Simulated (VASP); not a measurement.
A run of VASP 6.6.1 is set up as follows.

File INCAR:

```
SYSTEM = TiC
ALGO = Normal
EDIFF = 1E-8
ENCUT = 520
GGA = CA
IBRION = 8
ISIF = 2
ISMEAR = -1
LASPH = .TRUE.
LCHARG = .FALSE.
LREAL = .FALSE.
LWAVE = .FALSE.
NELM = 80
NSW = 1
PREC = Accurate
SIGMA = 0.08
```

KPOINTS

```
k-points
0
G
  16 16 16
  0 0 0
```

POSCAR

```
TiC
1.0
    0.0000000000      2.1304451090      2.1304451090
    2.1304451090      0.0000000000      2.1304451090
    2.1304451090      2.1304451090      0.0000000000
Ti C
1 1
Direct
    0.0000000000      0.0000000000      0.0000000000
    0.5000000000      0.5000000000      0.5000000000
```

Potentials or basis: VASP PAW LDA potentials, release 64 (Ti_sv, C).

Launch:

```console
$ cat potpaw_LDA.64/Ti_sv/POTCAR potpaw_LDA.64/C/POTCAR > POTCAR
$ mpirun -np 1 vasp_std > vasp.out
```

Q: What does it give for the highest phonon frequency at Γ, LO-TO splitting left out?

A: 557 cm⁻¹.

Phonon frequencies in cm⁻¹ (negative: imaginary):
```
              q point           frequencies
(0.000, 0.000, 0.000)  -1 -1 -1 557 557 557
```
